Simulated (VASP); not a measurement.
Here is a VASP 6.6.1 calculation.

Contents of POSCAR:

```
Hf
1.0
    3.1889445402      0.0000000000      0.0000000000
   -1.5944722701      2.7617069830      0.0000000000
    0.0000000000      0.0000000000      5.0338982421
Hf
2
Direct
    0.3333333333      0.6666666667      0.2500000000
    0.6666666667      0.3333333333      0.7500000000
```

Contents of INCAR.step1:

```
SYSTEM = Hf
  PREC = Accurate
  ENCUT = 520
  ISMEAR = -1
  SIGMA = 0.1
  LREAL = .False.
  LASPH = .True.
  NELM = 100
  NBANDS = 17
  GGA = PE
  ALGO = Normal
  EDIFF = 1E-4
  LWAVE = .True.
  LCHARG = .False.
```

Contents of INCAR.step2:

```
SYSTEM = Hf
  PREC = Accurate
  ENCUT = 520
  EDIFF = 1E-7
  ISMEAR = -1
  SIGMA = 0.1
  LREAL = .False.
  LASPH = .True.
  NELM = 100
  ALGO = Normal
  ISIF = 2
  LWAVE = .False.
  LCHARG = .False.
  METAGGA = R2SCAN
  LMIXTAU = .True.
  NBANDS = 17
  ISTART = 1
```

The input KPOINTS:

```
Automatic mesh
0
Gamma
  18 18 10
  0 0 0
```

Potentials or basis: VASP PAW PBE potentials, release 64 (Hf_pv).

Command:

```console
$ cat potpaw_PBE.64/Hf_pv/POTCAR > POTCAR
$ cp INCAR.step1 INCAR
$ mpirun -np 1 vasp_std > vasp.out
$ cp INCAR.step2 INCAR
$ mpirun -np 1 vasp_std > vasp.out
```

**Question.** Estimate the pressure.

**Answer.** 0.4 GPa.

**Question.** Predict the band gap on the k mesh.

**Answer.** Zero (bands 10 and 11 overlap by 1.88 eV).

Stress tensor (GPa, compression positive):
```
0.46 0.00 0.00
0.00 0.46 0.00
0.00 0.00 0.31
```

Caveat: the PAW data sets were made with another functional, which shifts forces and pressure a little; spin-orbit coupling is left out, which moves the levels of the heavy elements.
